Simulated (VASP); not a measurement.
Si, 24 atoms in the cell. The cell holds an amorphous packing of atoms, 24 atoms: a = 7.719 Å, b = 7.787 Å, c = 7.532 Å, α = 86.04°, β = 89.99°, γ = 90.66°. 

- Program: VASP 6.6.1
- Task: single point
- Functional: PBE
- Potentials or basis: VASP PAW PBE potentials, release 64 (Si)
- Cutoff: 520 eV
- k mesh: 1 × 1 × 1, shifted
- Occupations: fermi-dirac, width 0.1551 eV
- Spin: no spin polarisation
- Dipole correction: no
- Further INCAR settings: LREAL = Auto; ALGO = Normal; EDIFF = 1e-06; NBANDS = 66; ISYM = 0

Potentials or basis: VASP PAW PBE potentials, release 64 (Si).

Command:

```bash
$ cat potpaw_PBE.64/Si/POTCAR > POTCAR
$ mpirun -np 1 vasp_std > vasp.out
```

Hardware: 1 thread of Intel Xeon 8259CL, on a shared host.

Question: How long does it take, and how much memory?

Answer: Run time: 110 s on 1 thread of Intel Xeon 8259CL, on a shared host, peak memory 0.41 GiB. Counts: scf iterations 14, k points 1.
